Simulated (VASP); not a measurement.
A run of VASP 6.6.1 is set up as follows.

Contents of INCAR:

```
SYSTEM = InSe
PREC = Accurate
ENCUT = 520
EDIFF = 1E-6
ISMEAR = 0
SIGMA = 0.03
LREAL = .FALSE.
LASPH = .TRUE.
NELM = 60
ALGO = Normal
ISIF = 2
LWAVE = .FALSE.
LCHARG = .FALSE.
GGA = PE
IVDW = 12
NBANDS = 48
```

Contents of KPOINTS:

```
regular mesh
0
G
  9 9 2
  0 0 0
```

File POSCAR:

```
InSe
1.0
   -4.0317714842      0.0000000000      0.0000000000
   -2.0158857421     -3.4916165276      0.0000000000
    0.0000000000      0.0000000000     22.7623716544
In Se
4 4
Direct
    0.3333333333      0.3333333333      0.1227282744
    0.6666666667      0.6666666667      0.4909318147
    0.3333333333      0.3333333333      0.2454752658
    0.6666666667      0.6666666667      0.6136788060
    0.3333333333      0.3333333333      0.4343852793
    0.6666666667      0.6666666667      0.0661817391
    0.3333333333      0.3333333333      0.6702253413
    0.6666666667      0.6666666667      0.3020218011
```

Potentials or basis: VASP PAW PBE potentials, release 64 (In_d, Se).

The run is started by

```sh
$ cat potpaw_PBE.64/In_d/POTCAR potpaw_PBE.64/Se/POTCAR > POTCAR
$ mpirun -np 1 vasp_std > vasp.out
```

Task: Predict the largest force.

Result: 0.049 eV/Å.

Task: Predict the band gap on the k mesh.

Result: 1.05 eV (least direct gap 1.11 eV).

Task: What does it give for the dispersion energy per atom?

Result: -0.260 eV.

Forces in eV/Å, atoms in the order of the input:
```
In   0.000  0.000  0.040
In   0.000  0.000  0.017
In   0.000  0.000 -0.017
In   0.000  0.000 -0.040
Se   0.000  0.000 -0.016
Se   0.000  0.000 -0.049
Se   0.000  0.000  0.049
Se   0.000  0.000  0.016
```

Caveat: the cell differs from its parent crystal (the distance across one plane changed); there is no dipole correction, which matters where the two faces differ; spin-orbit coupling is left out, which moves the levels of the heavy elements.
